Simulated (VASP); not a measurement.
Here is a VASP 6.6.1 calculation.

The input INCAR:

```
  PREC = Accurate
  ENCUT = 500
  EDIFF = 1E-6
  ISMEAR = -1
  SIGMA = 0.05
  LREAL = F
  LASPH = T
  NELM = 120
  ALGO = Normal
  ISIF = 2
  LWAVE = F
  LCHARG = F
  GGA = PS
  NBANDS = 8
  GGA_COMPAT = F
```

Contents of KPOINTS:

```
Automatic mesh
0
Gamma
  19 19 19
```

The input POSCAR:

```
Al
1.0
   -1.4127693947      1.4127693947      1.4127693947
    1.4127693947     -1.4127693947      1.4127693947
    1.4127693947      1.4127693947     -1.4127693947
Al
1
Direct
    0.0000000000      0.0000000000      0.0000000000
```

Potentials or basis: VASP PAW PBE potentials, release 64 (Al).

Run with:

```console
$ cat potpaw_PBE.64/Al/POTCAR > POTCAR
$ mpirun -np 1 vasp_std > vasp.out
```

Task: Estimate the pressure.

Result: 63.7 GPa.

Caveat: the PAW data sets were made with another functional, which shifts forces and pressure a little.
